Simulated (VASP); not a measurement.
# Al (R-3m) in VASP: single point with PBEsol

Aim: the single point of Al with PBEsol.

Program: VASP 6.6.1. These are calculated values, not measurements. Logs are shortened: lines on timing, memory, paths and dates and some standing lists are left out, and cuts for length are marked.

## Step 1: The cell of the first run

The structure is trigonal, space group R-3m (No. 166). Conventional cell: a = 4.917 Å, b = 4.917 Å, c = 2.515 Å, α = 90.00°, β = 90.00°, γ = 120.00°. Within 3.3 Å of Al (site symmetry -3m) lie 14 Al at 2.51 to 3.30 Å.

## Step 2: Single point, PBEsol (strained)

File INCAR:

```
PREC = Accurate
ENCUT = 520
EDIFF = 1E-6
ISMEAR = 0
SIGMA = 0.1
LREAL = False
LASPH = True
NELM = 100
ALGO = Normal
ISIF = 2
LWAVE = False
LCHARG = True
GGA = PS
LELF = True
LVHAR = True
NBANDS = 8
```

File KPOINTS:

```
Automatic mesh
0
Gamma
  18 18 18
```

File POSCAR:

```
Al
1.0
   -1.4519074937      1.4519074937      1.4519074937
    1.6428537365     -1.6428537365      1.8337999793
    1.6428537365      1.8337999793     -1.6428537365
Al
1
Direct
    0.0000000000      0.0000000000      0.0000000000
```

Potentials or basis: VASP PAW PBE potentials, release 64 (Al).

On the command line:

```bash
cat potpaw_PBE.64/Al/POTCAR > POTCAR
mpirun -np 1 vasp_std > vasp.out
```

OUTCAR:

```text
PREC = Accurate
   ENCUT = 520
   EDIFF = 1E-6
   ISMEAR = 0
   LREAL = False
   LASPH = True
   NELM = 100
   ISIF = 2
   GGA = PS

 ion  position               nearest neighbor table
   1  0.000  0.000  0.000-

  LATTYP: Found a trigonal (rhomboedric) cell.
 ALAT       =     2.9598579633
 COS(alpha) =    -0.3796887729

  Lattice vectors:

 A1 = (  -1.6428537365,   1.6428537365,  -1.8337999793)
 A2 = (  -1.6428537365,  -1.8337999793,   1.6428537365)
 A3 = (   1.8337999793,   1.6428537365,   1.6428537365)

Analysis of symmetry for initial positions (statically):
=====================================================================
 Subroutine PRICEL returns:
 Original cell was already a primitive cell.

 Routine SETGRP: Setting up the symmetry group for a
 trigonal (rhombohedral) supercell.

 Subroutine GETGRP returns: Found 12 space group operations
 (whereof 12 operations were pure point group operations)
 out of a pool of 12 trial point group operations.

The static configuration has the point symmetry D_3d.

Analysis of symmetry for dynamics (positions and initial velocities):
=====================================================================
 Subroutine PRICEL returns:
 Original cell was already a primitive cell.

 Routine SETGRP: Setting up the symmetry group for a
 trigonal (rhombohedral) supercell.

 Subroutine GETGRP returns: Found 12 space group operations
 (whereof 12 operations were pure point group operations)
 out of a pool of 12 trial point group operations.

The dynamic configuration has the point symmetry D_3d.

 Subroutine INISYM returns: Found 12 space group operations
 (whereof 12 operations are pure point group operations),
 and found     1 'primitive' translations

----------------------------------------------------------------------------------------

                                     Primitive cell

  volume of cell :      17.5494

  direct lattice vectors                    reciprocal lattice vectors
    -1.451907494  1.451907494  1.451907494    -0.037827770  0.325460672  0.325460672
     1.642853736 -1.642853736  1.833799979     0.287632903  0.000000000  0.287632903
     1.642853736  1.833799979 -1.642853736     0.287632903  0.287632903  0.000000000

  length of vectors
     2.514777547  2.959857963  2.959857963     0.461822735  0.406774352  0.406774352

  position of ions in fractional coordinates (direct lattice)
     0.000000000  0.000000000  0.000000000

  ion indices of the primitive-cell ions
   primitive index   ion index
                 1           1

----------------------------------------------------------------------------------------

 KPOINTS: Automatic mesh

Automatic generation of k-mesh.
 Grid dimensions read from file:
 generate k-points for:   18   18   18

 Generating k-lattice:

  Cartesian coordinates                     Fractional coordinates (reciprocal lattice)
    -0.002101543  0.018081148  0.018081148     0.055555556  0.000000000  0.000000000
     0.015979606  0.000000000  0.015979606     0.000000000  0.055555556  0.000000000
     0.015979606  0.015979606  0.000000000     0.000000000  0.000000000  0.055555556

  Length of vectors
     0.025656819  0.022598575  0.022598575

  Shift w.r.t. Gamma in fractional coordinates (k-lattice)
     0.000000000  0.000000000  0.000000000

 Subroutine IBZKPT returns following result:
 ===========================================

 Found    580 irreducible k-points:

 Following reciprocal coordinates:
            Coordinates               Weight
  0.000000  0.000000  0.000000      1.000000
  0.055556  0.000000  0.000000      6.000000
  0.111111  0.000000  0.000000      6.000000
  0.166667  0.000000  0.000000      6.000000
  0.222222  0.000000  0.000000      6.000000
  0.277778  0.000000  0.000000      6.000000
[... 16 lines left out ...]
 -0.333333  0.055556  0.000000     12.000000
 -0.277778  0.055556 -0.000000     12.000000
 [... further k-points ...]
   k-points           NKPTS =    580   k-points in BZ     NKDIM =    580   number of bands    NBANDS=      8
   number of dos      NEDOS =    301   number of ions     NIONS =      1
   total plane-waves  NPLWV =  11520
   dimension x,y,z NGX =    20 NGY =   24 NGZ =   24
   dimension x,y,z NGXF=    40 NGYF=   48 NGZF=   48
   ions per type =               1
   NGX,Y,Z   is equivalent  to a cutoff of  13.22, 13.48, 13.48 a.u.
   NGXF,Y,Z  is equivalent  to a cutoff of  26.44, 26.96, 26.96 a.u.
 SYSTEM =  unknown system
   PREC   = accura    normal or accurate (medium, high low for compatibility)
   ISTART =      0    job   : 0-new  1-cont  2-samecut
   ICHARG =      2    charge: 1-file 2-atom 10-const
   ISPIN  =      1    spin polarized calculation?
   LNONCOLLINEAR =      F non collinear calculations
   LSORBIT =      F    spin-orbit coupling
   LASPH  =      T    aspherical Exc in radial PAW
   ENCUT  =  520.0 eV  38.22 Ry    6.18 a.u.   4.68  5.50  5.50*2*pi/ulx,y,z
   NELM   =    100;   NELMIN=  2; NELMDL= -5     # of ELM steps
   EDIFF  = 0.1E-05   stopping-criterion for ELM
   LREAL  =      F    real-space projection
   EDIFFG = 0.1E-04   stopping-criterion for IOM
   NSW    =      0    number of steps for IOM
   IBRION =     -1    ionic relax: 0-MD 1-quasi-New 2-CG
   NFREE  =      0    steps in history (QN), initial steepest desc. (CG)
   ISIF   =      2    stress and relaxation
   ISYM   =      2    0-nonsym 1-usesym 2-fastsym
   POTIM  = 0.5000    time-step for ionic-motion
   TEBEG  =    0.0;   TEEND  =   0.0 temperature during run
   PSTRESS=    0.0 pullay stress
   NELECT =       3.0000    total number of electrons
   NUPDOWN=      -1.0000    fix difference up-down
   EMIN   =  10.00;   EMAX   =-10.00  energy-range for DOS
   EFERMI =   0.00;   METHOD = LEGACY
   ISMEAR =     0;   SIGMA  =   0.10  broadening in eV -4-tet -1-fermi 0-gaus
   EFERMI_NEDOS =   21; number of points for ismear=-14 and -15
   IALGO  =     38    algorithm
   IMIX   =      4    mixing-type and parameters
     AMIX     =   0.40;   BMIX     =  1.00
     AMIX_MAG =   1.60;   BMIX_MAG =  1.00
  volume/ion in A,a.u.               =      17.55       118.43
  Fermi-wavevector in a.u.,A,eV,Ry     =   0.908576  1.716960 11.231753  0.825511
  Thomas-Fermi vector in A             =   2.032519
   LORBIT       =      0    0 simple, 1 ext, 2 COOP (PROOUT), +10 PAW based schemes
   GGA     = PS    functional components
   LHFCALC =     F    Hartree Fock is set to
   AEXX    =    0.0000 exact exchange contribution
   IVDW    =     0    specifies the selected vdW correction
   LEPSILON=     F    determine dielectric tensor
   LRPA    =     F    only Hartree local field effects (RPA)
 non-spin polarized calculation
 Gauss-broadening in eV      SIGMA  =   0.10
  energy-cutoff  :      520.00
  volume of cell :       17.55
 maximum number of plane-waves:       483
   NGX =  9   NGY = 11   NGZ = 11

 number of electron       3.0000000 magnetization

 Free energy of the ion-electron system (eV)
  ---------------------------------------------------
  ext. energy  EPLUGINS =         0.00000000
  ---------------------------------------------------
  free energy    TOTEN  =        -3.86913300 eV

  energy without entropy =       -3.86678385  energy(sigma->0) =       -3.86795842

 E-fermi :   7.2625     XC(G=0): -10.0187

 val. band max:        7.2496492440   @ k =  -0.3889   0.5000   0.3889
 cond. band min:       7.2690816296   @ k =   0.3889   0.0556   0.0000
 fundamental gap:      0.0194323856
 Fermi energy:         7.2624866282

 k-point     1 :       0.0000    0.0000    0.0000
  band No.  band energies     occupation
      1      -3.4050      2.00000
      2      18.4587      0.00000
      3      18.4731      0.00000
      4      18.4731      0.00000
      5      19.1052      0.00000
      6      19.1052      0.00000
      7      22.8688      0.00000
      8      24.7855      0.00000

 k-point     2 :       0.0556    0.0000    0.0000
  band No.  band energies     occupation
      1      -3.3076      2.00000
      2      17.5361      0.00000
      3      18.0688      0.00000
      4      18.6692      0.00000
      5      19.3410      0.00000
      6      19.7585      0.00000
      7      23.2425      0.00000
      8      23.9124      0.00000

 k-point     3 :       0.1111    0.0000    0.0000
  band No.  band energies     occupation
      1      -3.0161      2.00000
      2      16.5792      0.00000
      3      17.3884      0.00000
      4      18.2082      0.00000
      5      19.6717      0.00000
      6      20.6981      0.00000
      7      21.8184      0.00000
      8      23.1227      0.00000

 k-point     4 :       0.1667    0.0000    0.0000
  band No.  band energies     occupation
      1      -2.5316      2.00000
      2      15.5864      0.00000
      3      16.7222      0.00000
      4      17.0177      0.00000
      5      19.9642      0.00000
      6      20.3782      0.00000
      7      21.5120      0.00000
      8      21.8817      0.00000

 k-point     5 :       0.2222    0.0000    0.0000
  band No.  band energies     occupation
      1      -1.8565      2.00000
      2      14.1127      0.00000
      3      15.7803      0.00000
      4      16.1575      0.00000
      5      19.5055      0.00000
      6      19.7500      0.00000
      7      21.3575      0.00000
      8      22.2370      0.00000

 k-point     6 :       0.2778    0.0000    0.0000
  band No.  band energies     occupation
      1      -0.9939      2.00000
      2      12.0879      0.00000
      3      15.0865      0.00000
      4      15.7287      0.00000
      5      18.7774      0.00000
      6      18.8616      0.00000
      7      21.8160      0.00000
      8      23.0783      0.00000

 k-point     7 :       0.3333    0.0000    0.0000
  band No.  band energies     occupation
      1       0.0515      2.00000
      2       9.9858      0.00000
      3      14.6615      0.00000
      4      15.4472      0.00000
      5      17.9652      0.00000
      6      18.1413      0.00000
      7      22.6101      0.00000
      8      24.0970      0.00000

 k-point     8 :       0.3889    0.0000    0.0000
  band No.  band energies     occupation
      1       1.2720      2.00000
      2       7.9726      0.00000
      3      14.3959      0.00000
      4      15.3078      0.00000
      5      17.2346      0.00000
      6      17.6394      0.00000
      7      23.5617      0.00000
      8      25.2892      0.00000

 k-point     9 :       0.4444    0.0000    0.0000
  band No.  band energies     occupation
      1       2.6451      2.00000
      2       6.1143      2.00000
      3      14.2513      0.00000
      4      15.2798      0.00000
      5      16.7339      0.00000
      6      17.3170      0.00000
      7      24.5461      0.00000
      8      26.6091      0.00000

 k-point    10 :       0.5000    0.0000    0.0000
  band No.  band energies     occupation
      1       3.7989      2.00000
      2       4.7975      2.00000
      3      14.2058      0.00000
      4      15.2899      0.00000
      5      16.5468      0.00000
      6      17.2056      0.00000
      7      25.0992      0.00000
      8      27.6198      0.00000
[... 78 lines left out ...]
 k-point    18 :       0.3889    0.0556    0.0000
  band No.  band energies     occupation
      1       1.8496      2.00000
      2       7.2691      0.92569
      3      13.2040      0.00000
      4      14.4948      0.00000
      5      17.7415      0.00000
      6      18.8208      0.00000
      7      23.5314      0.00000
      8      26.3075      0.00000

 k-point    19 :       0.4444    0.0556    0.0000
  band No.  band energies     occupation
      1       3.2559      2.00000
      2       5.5117      2.00000
      3      13.2838      0.00000
      4      14.6178      0.00000
      5      17.2588      0.00000
      6      18.3692      0.00000
      7      24.4951      0.00000
      8      26.9305      0.00000

 k-point    20 :       0.5000    0.0556    0.0000
  band No.  band energies     occupation
      1       3.5473      2.00000
      2       5.1905      2.00000
      3      13.5139      0.00000
      4      14.9059      0.00000
      5      16.9495      0.00000
      6      18.0812      0.00000
      7      24.6544      0.00000
      8      26.8142      0.00000

 k-point    21 :      -0.4444    0.0556   -0.0000
  band No.  band energies     occupation
      1       2.1531      2.00000
      2       6.8799      2.00000
      3      13.8759      0.00000
      4      15.3547      0.00000
      5      16.8248      0.00000
      6      17.9729      0.00000
      7      23.7525      0.00000
      8      26.3739      0.00000

 k-point    22 :      -0.3889    0.0556    0.0000
  band No.  band energies     occupation
      1       0.8359      2.00000
      2       8.8124      0.00000
      3      14.3519      0.00000
      4      15.9521      0.00000
      5      16.8950      0.00000
      6      18.0496      0.00000
      7      22.7227      0.00000
      8      25.1924      0.00000

 k-point    23 :      -0.3333    0.0556    0.0000
  band No.  band energies     occupation
      1      -0.3166      2.00000
      2      10.8816      0.00000
      3      14.9329      0.00000
      4      16.6431      0.00000
      5      17.1994      0.00000
      6      18.2993      0.00000
      7      21.8277      0.00000
      8      24.0197      0.00000

 k-point    24 :      -0.2778    0.0556   -0.0000
  band No.  band energies     occupation
      1      -1.2908      2.00000
      2      13.0152      0.00000
      3      15.6403      0.00000
      4      17.2520      0.00000
      5      17.8666      0.00000
      6      18.6790      0.00000
      7      21.1710      0.00000
      8      22.9299      0.00000

 [... further k-points ...]

------------------------ aborting loop because EDIFF is reached ----------------------------------------

  FORCE on cell =-STRESS in cart. coord.  units (eV):
  Direction    XX          YY          ZZ          XY          YZ          ZX
  --------------------------------------------------------------------------------------
  -------------------------------------------------------------------------------------
  Total        0.0081054      0.0081054      0.0081054     -0.7413440      0.7413440     -0.7413440
  in kB        0.7399900      0.7399900      0.7399900    -67.6812749     67.6812749    -67.6812749
  external PRESSURE =       0.7399900 kB  Pullay stress =       0.0000000 kB

 VOLUME and BASIS-vectors are now :
 -----------------------------------------------------------------------------
  energy-cutoff  :      520.00
  volume of cell :       17.55
      direct lattice vectors                 reciprocal lattice vectors
    -1.451907494  1.451907494  1.451907494    -0.037827770  0.325460672  0.325460672
     1.642853736 -1.642853736  1.833799979     0.287632903  0.000000000  0.287632903
     1.642853736  1.833799979 -1.642853736     0.287632903  0.287632903  0.000000000

 POSITION                                       TOTAL-FORCE (eV/Angst)
 -----------------------------------------------------------------------------------
      0.00000      0.00000      0.00000         0.000000      0.000000     -0.000000
 -----------------------------------------------------------------------------------
    total drift:                                0.000000      0.000000      0.000000

  FREE ENERGIE OF THE ION-ELECTRON SYSTEM (eV)
  ---------------------------------------------------
  free  energy   TOTEN  =        -3.8691330026 eV

  energy  without entropy=       -3.8667838463  energy(sigma->0) =       -3.86795842
```

It took 42 s on 1 thread of AMD EPYC 7R13 (Zen 3), shared host; peak memory 0.15 GiB.

Results:

| Property | Result |
| --- | --- |
| Free energy | -3.8691 eV |
| Pressure | 0.1 GPa |
| Band gap on the k mesh | zero (an odd number of electrons rules out a gap without spin polarisation) |

Stress tensor (GPa, compression positive):
```
 0.07 -6.77 -6.77
-6.77  0.07  6.77
-6.77  6.77  0.07
```

Caveat: the cell differs from its parent crystal (strained); the PAW data sets were made with another functional, which shifts forces and pressure a little.
